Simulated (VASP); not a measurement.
# HF in VASP: single point with PBE

Aim: the single point of HF with PBE.

All numbers are computed with VASP 6.6.1; they aren't measurements. Logs are shortened: lines on timing, memory, paths and dates and some standing lists are left out, and cuts for length are marked.

## 1. The cell of the first run

The cell holds a disordered packing, 12 atoms: a = 5.684 Å, b = 5.684 Å, c = 5.684 Å, α = 90.00°, β = 90.00°, γ = 90.00°.

## 2. Single point, PBE

Contents of INCAR:

```
SYSTEM = HF
PREC = Accurate
ENCUT = 1010
EDIFF = 1E-6
ISMEAR = -1
SIGMA = 0.02
LREAL = .False.
LASPH = .True.
NELM = 120
ALGO = Normal
ISIF = 2
LWAVE = .False.
LCHARG = .True.
GGA = PE
LELF = .True.
LVHAR = .True.
NBANDS = 36
GGA_COMPAT = .False.
```

Contents of KPOINTS:

```
regular mesh
0
Gamma
  1 1 1
  0 0 0
```

Contents of POSCAR:

```
HF
1.0
    5.6836090000      0.0000000000      0.0000000000
    0.0000000000      5.6836090000      0.0000000000
    0.0000000000      0.0000000000      5.6836090000
F H
6 6
Direct
    0.4203667071     -0.0896085568      0.3677944771
   -0.1767011066      0.0265324374      0.9116918493
    0.8919156824      0.2287630975      0.5229247825
    0.3404175058      0.2578819197      0.0804594405
    0.7791000401      0.6514346782      0.4104258403
    0.5279040131      0.6504493888      0.8758871344
    0.4027722526      0.0222042016      0.2419765329
   -0.1177420896      0.1091911847      0.8010051360
    0.9163719742      0.3929369526      0.5364197291
    0.4745928159      0.3176502817      0.0060876813
    0.6738148243      0.7778860228      0.4340200038
    0.5596795979      0.7869119779      0.7854340438
```

Potentials or basis: VASP PAW PBE potentials, release 64 (F_h, H_h).

On the command line:

```
> cat potpaw_PBE.64/F_h/POTCAR potpaw_PBE.64/H_h/POTCAR > POTCAR
> mpirun -np 1 vasp_gam > vasp.out
```

OUTCAR:

```text
SYSTEM = HF
   PREC = Accurate
   ENCUT = 1010
   EDIFF = 1E-6
   ISMEAR = -1
   LREAL = .False.
   LASPH = .True.
   NELM = 120
   ISIF = 2
   GGA = PE

 ion  position               nearest neighbor table
   1  0.420  0.910  0.368-   7 0.96
   2  0.823  0.027  0.912-   8 0.85
   3  0.892  0.229  0.523-   9 0.95
   4  0.340  0.258  0.080-  10 0.94
   5  0.779  0.651  0.410-  11 0.94
   6  0.528  0.650  0.876-  12 0.95
   7  0.403  0.022  0.242-   1 0.96
   8  0.882  0.109  0.801-   2 0.85
   9  0.916  0.393  0.536-   3 0.95
  10  0.475  0.318  0.006-   4 0.94
  11  0.674  0.778  0.434-   5 0.94
  12  0.560  0.787  0.785-   6 0.95

  LATTYP: Found a simple cubic cell.
 ALAT       =     5.6836090000

  Lattice vectors:

 A1 = (   5.6836090000,   0.0000000000,   0.0000000000)
 A2 = (   0.0000000000,   5.6836090000,   0.0000000000)
 A3 = (   0.0000000000,   0.0000000000,   5.6836090000)

Analysis of symmetry for initial positions (statically):
=====================================================================
 Subroutine PRICEL returns:
 Original cell was already a primitive cell.

 Routine SETGRP: Setting up the symmetry group for a
 simple cubic supercell.

 Subroutine GETGRP returns: Found  1 space group operations
 (whereof  1 operations were pure point group operations)
 out of a pool of 48 trial point group operations.

The static configuration has the point symmetry C_1 .

Analysis of symmetry for dynamics (positions and initial velocities):
=====================================================================
 Subroutine PRICEL returns:
 Original cell was already a primitive cell.

 Routine SETGRP: Setting up the symmetry group for a
 simple cubic supercell.

 Subroutine GETGRP returns: Found  1 space group operations
 (whereof  1 operations were pure point group operations)
 out of a pool of 48 trial point group operations.

The dynamic configuration has the point symmetry C_1 .

 Subroutine INISYM returns: Found  1 space group operations
[... 94 lines left out ...]
   LREAL  =      F    real-space projection
   EDIFFG = 0.1E-04   stopping-criterion for IOM
   NSW    =      0    number of steps for IOM
   IBRION =     -1    ionic relax: 0-MD 1-quasi-New 2-CG
   NFREE  =      0    steps in history (QN), initial steepest desc. (CG)
   ISIF   =      2    stress and relaxation
   ISYM   =      2    0-nonsym 1-usesym 2-fastsym
   POTIM  = 0.5000    time-step for ionic-motion
   TEBEG  =    0.0;   TEEND  =   0.0 temperature during run
   PSTRESS=    0.0 pullay stress
   NELECT =      48.0000    total number of electrons
   NUPDOWN=      -1.0000    fix difference up-down
   EMIN   =  10.00;   EMAX   =-10.00  energy-range for DOS
   EFERMI =   0.00;   METHOD = LEGACY
   ISMEAR =    -1;   SIGMA  =   0.02  broadening in eV -4-tet -1-fermi 0-gaus
   EFERMI_NEDOS =   21; number of points for ismear=-14 and -15
   IALGO  =     38    algorithm
   IMIX   =      4    mixing-type and parameters
     AMIX     =   0.40;   BMIX     =  1.00
     AMIX_MAG =   1.60;   BMIX_MAG =  1.00
  volume/ion in A,a.u.               =      15.30       103.25
  Fermi-wavevector in a.u.,A,eV,Ry     =   1.046802  1.978168 14.909177  1.095794
  Thomas-Fermi vector in A             =   2.181655
   LORBIT       =      0    0 simple, 1 ext, 2 COOP (PROOUT), +10 PAW based schemes
   GGA     = PE    functional components
   LHFCALC =     F    Hartree Fock is set to
   AEXX    =    0.0000 exact exchange contribution
   IVDW    =     0    specifies the selected vdW correction
   LEPSILON=     F    determine dielectric tensor
   LRPA    =     F    only Hartree local field effects (RPA)
 non-spin polarized calculation
  energy-cutoff  :     1010.00
  volume of cell :      183.60
 maximum number of plane-waves:      6651
 NGX is ok and might be reduce to    60
   NGX = 29   NGY = 29   NGZ = 29

 number of electron      48.0000001 magnetization

 Free energy of the ion-electron system (eV)
  ---------------------------------------------------
  ext. energy  EPLUGINS =         0.00000000
  ---------------------------------------------------
  free energy    TOTEN  =       -48.77142827 eV

  energy without entropy =      -48.77142827  energy(sigma->0) =      -48.77142827

 E-fermi :  -6.1678     XC(G=0):  -5.9616

 val. band max:       -6.6708343279   @ k =   0.0000   0.0000   0.0000
 cond. band min:       0.2622845073   @ k =   0.0000   0.0000   0.0000
 fundamental gap:      6.9331188351
 Fermi energy:        -6.1678492774

 k-point     1 :       0.0000    0.0000    0.0000
  band No.  band energies     occupation
      1     -28.1899      2.00000
      2     -28.1071      2.00000
      3     -27.5935      2.00000
      4     -27.4436      2.00000
      5     -27.3244      2.00000
      6     -27.0246      2.00000
[... 28 lines left out ...]
     35       8.4055      0.00000
     36       8.5607      0.00000

------------------------ aborting loop because EDIFF is reached ----------------------------------------

  FORCE on cell =-STRESS in cart. coord.  units (eV):
  Direction    XX          YY          ZZ          XY          YZ          ZX
  --------------------------------------------------------------------------------------
  -------------------------------------------------------------------------------------
  Total        1.2710599      1.9109892      3.4692721      1.3544573     -2.3579467     -2.4437169
  in kB       11.0918512     16.6761673     30.2744573     11.8196145    -20.5765228    -21.3249931
  external PRESSURE =      19.3474919 kB  Pullay stress =       0.0000000 kB

 VOLUME and BASIS-vectors are now :
 -----------------------------------------------------------------------------
  energy-cutoff  :     1010.00
  volume of cell :      183.60
      direct lattice vectors                 reciprocal lattice vectors
     5.683609000  0.000000000  0.000000000     0.175944545  0.000000000  0.000000000
     0.000000000  5.683609000  0.000000000     0.000000000  0.175944545  0.000000000
     0.000000000  0.000000000  5.683609000     0.000000000  0.000000000  0.175944545

 POSITION                                       TOTAL-FORCE (eV/Angst)
 -----------------------------------------------------------------------------------
      2.38920      5.17431      2.09040        -0.020457      0.193234      0.028318
      4.67931      0.15080      5.18170        -2.722033     -3.593368      4.936698
      5.06930      1.30020      2.97210         0.393530      0.103898      0.267625
      1.93480      1.46570      0.45730        -0.149382     -0.438482      0.158653
      4.42810      3.70250      2.33270         0.483715     -0.173139      0.146001
      3.00040      3.69690      4.97820        -0.088929      0.320361     -0.386506
      2.28920      0.12620      1.37530        -0.025128      0.044471      0.254395
      5.01441      0.62060      4.55260         2.531913      3.524273     -4.971797
      5.20830      2.23330      3.04880        -0.334442      0.050089     -0.341195
      2.69740      1.80540      0.03460         0.209361      0.339131     -0.129209
      3.82970      4.42120      2.46680        -0.336829      0.099581     -0.577028
      3.18100      4.47250      4.46410         0.058681     -0.470050      0.614044
 -----------------------------------------------------------------------------------
    total drift:                               -0.001990      0.001198      0.000522

  FREE ENERGIE OF THE ION-ELECTRON SYSTEM (eV)
  ---------------------------------------------------
  free  energy   TOTEN  =       -48.7714282684 eV

  energy  without entropy=      -48.7714282684  energy(sigma->0) =      -48.77142827
```

stdout:

```text
POSCAR found type information on POSCAR F H
 POSCAR found :  2 types and      12 ions
 scaLAPACK will be used
 LDA part: xc-table for (Slater+PW92), standard interpolation
 POSCAR, INCAR and KPOINTS ok, starting setup
 FFT: planning ... GRIDC
 FFT: planning ... GRID_SOFT
 FFT: planning ... GRID
 WAVECAR not read
 entering main loop
```

It took 21 s on 1 thread of AMD EPYC 9R45 (Zen 5), shared host; peak memory 0.45 GiB.

What came out:

- Free energy: -48.7714 eV
- Pressure: 1.9 GPa
- Largest force: 6.685 eV/Å

Forces on the atoms (eV/Å):
```
F   -0.020  0.193  0.028
F   -2.722 -3.593  4.937
F    0.394  0.104  0.268
F   -0.149 -0.438  0.159
F    0.484 -0.173  0.146
F   -0.089  0.320 -0.387
H   -0.025  0.044  0.254
H    2.532  3.524 -4.972
H   -0.334  0.050 -0.341
H    0.209  0.339 -0.129
H   -0.337  0.100 -0.577
H    0.059 -0.470  0.614
```

Caveat: the k points lie up to 1.11 Å⁻¹ apart, too coarse for converged energies, forces and pressures.
